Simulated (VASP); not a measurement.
Here is a VASP 6.6.1 calculation.

File INCAR:

```
PREC = Accurate
ENCUT = 520
EDIFF = 1E-6
ISMEAR = -1
SIGMA = 0.1
LREAL = F
LASPH = T
NELM = 60
ALGO = Normal
ISIF = 2
LWAVE = F
LCHARG = T
GGA = PE
LELF = T
LVHAR = T
NBANDS = 11
```

Contents of KPOINTS:

```
Automatic mesh
0
Gamma
  23 23 5
```

Contents of POSCAR:

```
C
1.0
    1.6962492529      0.0000000000      0.0000000000
   -0.8481246264      1.4689949442      0.0000000000
    0.0000000000      0.0000000000      8.0875501022
C
2
Direct
    0.3333333333      0.6666666667      0.2500000000
    0.6666666667      0.3333333333      0.7500000000
```

Potentials or basis: VASP PAW PBE potentials, release 64 (C).

Launch:

```console
$ cat potpaw_PBE.64/C/POTCAR > POTCAR
$ mpirun -np 1 vasp_std > vasp.out
```

**Question.** Predict the pressure.

**Answer.** 4.8 GPa.

**Question.** What does it give for the band gap on the k mesh?

**Answer.** Zero (band 4 reaches 5.20 eV, above the bottom of band 5 at 4.18 eV).

Stress tensor (GPa, compression positive):
```
 7.32  0.00  0.00
 0.00  7.32  0.00
 0.00  0.00 -0.14
```

Caveat: this functional lacks dispersion, which binds the layers, so the pressure and a relaxed spacing across them are unreliable.
